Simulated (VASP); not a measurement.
# MgO: single point with PBE

The system is MgO.

```
Mg O
1.0
     3.69740    0.00000    0.00000
    -1.84870    3.20204    0.00000
     0.00000    0.00000    4.40900
Mg O
2 2
Direct
  0.66667 0.33333 0.75000
  0.33333 0.66667 0.25000
  0.66667 0.33333 0.25000
  0.33333 0.66667 0.75000
```

| Item | Value |
| --- | --- |
| Program | VASP 6.6.1 |
| Task | single point |
| Functional | PBE |
| Potentials or basis | VASP PAW PBE potentials, release 64 (Mg, O) |
| Cutoff | 520 eV |
| k mesh | 9 × 9 × 6 |
| Occupations | gaussian, width 0.05 eV |
| Spin | no spin polarisation |
| Dipole correction | no |
| Further INCAR settings | ALGO = Normal; EDIFF = 1e-06; NBANDS = 16 |

* Pressure: -13.4 GPa
* Band gap on the k mesh: 2.61 eV

Stress tensor (GPa, compression positive):
```
-13.29   0.00   0.00
  0.00 -13.29   0.00
  0.00   0.00 -13.50
```

Levels at points of the mesh, in eV from the valence-band top:
```csv
k point,band 6,band 7,band 8,band 9,band 10,band 11
"(0.00, 0.00, 0.00)",-0.59,-0.59,0.00,2.61,8.15,10.98
"(0.00, 0.00, 0.50)",-1.02,-1.02,-1.02,5.57,5.57,11.74
```

It took 73 s on 1 thread of AMD EPYC 7R43 64-Core Processor (Zen 3), on a shared host, peak memory 0.15 GiB.

Caveat: the cell stands under tension.
